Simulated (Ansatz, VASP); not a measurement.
Given: the input of a run of Ansatz 0.2.0 on Rb.

input.yaml

```yaml
crystal:
  lattice:
    - [-2.8393792292, 2.8393792292, 2.8393792292]
    - [2.8393792292, -2.8393792292, 2.8393792292]
    - [2.8393792292, 2.8393792292, -2.8393792292]
  atoms:
    - { symbol: Rb, position: [0.0, 0.0, 0.0] }
kpoints:
  mp_grid: { grid: [7, 7, 7] }
scf:
  occupations: { method: fermi_dirac, width: 0.05 }
hamiltonian:
  xc: lda
  pseudopotentials: { kind: all_electron, lapw: { basis_error: 0.001 } }
output:
  forces: true
  stress: true
  eigenvalues: true
```

Potentials or basis: all-electron LAPW, scalar-relativistic.

Launch:

```bash
$ ansatz run input.yaml --threads 1 --pin off --max-ram 3072MiB --backend cpu --events-out ev --progress --plain --runs-dir out
```

Q: Translate it to VASP 6.6.1. Potentials there: VASP PAW LDA potentials, release 64 (Rb_sv).

A: As run (the cutoff follows the program's own potentials):

File INCAR:

```
SYSTEM = Rb
ALGO     = Normal         ! electronic algorithm
EDIFF    = 1E-6           ! SCF threshold, eV
ENCUT    = 520            ! plane-wave cutoff, eV
ISIF     = 2              ! what is computed and relaxed
ISMEAR   = -1             ! smearing method
LASPH    = .True.         ! aspherical terms in the spheres
LCHARG   = .False.        ! write CHGCAR
LREAL    = .False.        ! projectors in reciprocal space
LWAVE    = .False.        ! write WAVECAR
NBANDS   = 10             ! bands
NELM     = 60             ! most SCF steps
PREC     = Accurate       ! precision mode
SIGMA    = 0.05           ! smearing width, eV
```

The input KPOINTS:

```
k-points
0
Gamma
  7 7 7
  0 0 0
```

POSCAR

```
Rb
1.0
   -2.8393792292      2.8393792292      2.8393792292
    2.8393792292     -2.8393792292      2.8393792292
    2.8393792292      2.8393792292     -2.8393792292
Rb
1
Direct
    0.0000000000      0.0000000000      0.0000000000
```

Potentials or basis: VASP PAW LDA potentials, release 64 (Rb_sv).

Launch:

```bash
$ cat potpaw_LDA.64/Rb_sv/POTCAR > POTCAR
$ mpirun -np 1 vasp_std > vasp.out
```

Both were run:

|  | VASP | Ansatz | Ansatz less VASP |
| --- | --- | --- | --- |
| gap on the k mesh at the Fermi level (eV) | none | none | - |
| pressure (GPa) | -0.4 | -0.4 | 0.00 |

LDA's correlation is that of Perdew and Zunger in VASP and of Perdew and Wang (1992) in Ansatz. A gap of «none» marks a metal or a gap that the smearing closes. Ansatz ran all-electron here, and VASP with PAW potentials.
